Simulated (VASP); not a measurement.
Runs of VASP 6.6.1 on SiC. The structure is that of space group P6_3mc (No. 186), or close to it. The cells are those of the table. 

```tsv
task	level	spin	cell	k mesh	cutoff (eV)	smearing	gap on the mesh (eV)	pressure (GPa)
single point	revPBE	off	a = 3.076, b = 3.076, c = 5.047 Å, angles 90.0, 90.0, 120.0°, 4 atoms	8 × 8 × 6	520	methfessel-paxton 0.1 eV	2.55	5.6
single point	r2SCAN	collinear, zero start	a = 3.076, b = 3.076, c = 5.047 Å, angles 90.0, 90.0, 120.0°, 4 atoms	8 × 8 × 6	520	gaussian 0.05 eV	2.92	-0.2
relaxation of cell and atoms	PBE	off	relaxed from a = 3.086, b = 3.086, c = 5.065 Å, angles 90.0, 90.0, 120.0°, 4 atoms	8 × 8 × 4	600	gaussian 0.05 eV	(b)	0.2
single point	r2SCAN	off	a = 3.076, b = 3.076, c = 5.047 Å, angles 90.0, 90.0, 120.0°, 4 atoms	8 × 8 × 6	520	gaussian 0.05 eV	2.92	-0.2
single point	r2SCAN	off	a = 3.076, b = 3.076, c = 5.047 Å, angles 90.0, 90.0, 120.0°, 4 atoms	8 × 8 × 6	520	tetrahedron	2.92	-0.2
single point	PBE	off	a = 3.091, b = 3.091, c = 5.073 Å, angles 90.0, 90.0, 120.0°, 4 atoms	8 × 8 × 4	520	gaussian 0.05 eV	2.55	0.1
single point	RPBE	off	a = 3.076, b = 3.076, c = 5.047 Å, angles 90.0, 90.0, 120.0°, 4 atoms	8 × 8 × 6	520	gaussian 0.025 eV	(a)	6.3
```

Alike in all rows: potentials or basis VASP PAW PBE potentials, release 64 (Si, C).

**Question.** Estimate the missing entries.

**Answer.** (a) 2.57; (b) 2.53.

Caveats: the PAW data sets were made with another functional, which shifts forces and pressure a little (some runs).

A k mesh can miss the band edges.
